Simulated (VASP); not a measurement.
Input of a VASP 6.6.1 run:

INCAR

```
PREC = Accurate
ENCUT = 520
EDIFF = 1E-6
ISMEAR = 0
SIGMA = 0.15
LREAL = F
LASPH = T
NELM = 80
ALGO = Normal
ISIF = 2
LWAVE = F
LCHARG = T
GGA = CA
LELF = T
LVHAR = T
NBANDS = 11
```

File KPOINTS:

```
regular mesh
0
Gamma
  20 20 20
```

File POSCAR:

```
Si
1.0
   -2.3713723045      2.3713723045      1.4356066211
    2.3713723045     -2.3713723045      1.4356066211
    2.3713723045      2.3713723045     -1.4356066211
Si
2
Direct
    0.2500000000      0.7500000000      0.5000000000
    0.5000000000      0.5000000000      0.0000000000
```

Potentials or basis: VASP PAW LDA potentials, release 64 (Si).

Run with:

```sh
$ cat potpaw_LDA.64/Si/POTCAR > POTCAR
$ mpirun -np 1 vasp_std > vasp.out
```

Problem. Estimate the band gap on the k mesh.

Solution. Zero (band 4 reaches 11.27 eV, above the bottom of band 5 at 4.52 eV).

Problem. Estimate the pressure.

Solution. -6.7 GPa.

Stress tensor (GPa, compression positive):
```
-5.43  0.00  0.00
 0.00 -5.43  0.00
 0.00  0.00 -9.31
```

Caveat: the cell differs from its parent crystal (strain +0.000 along x and y, +0.080 along z).
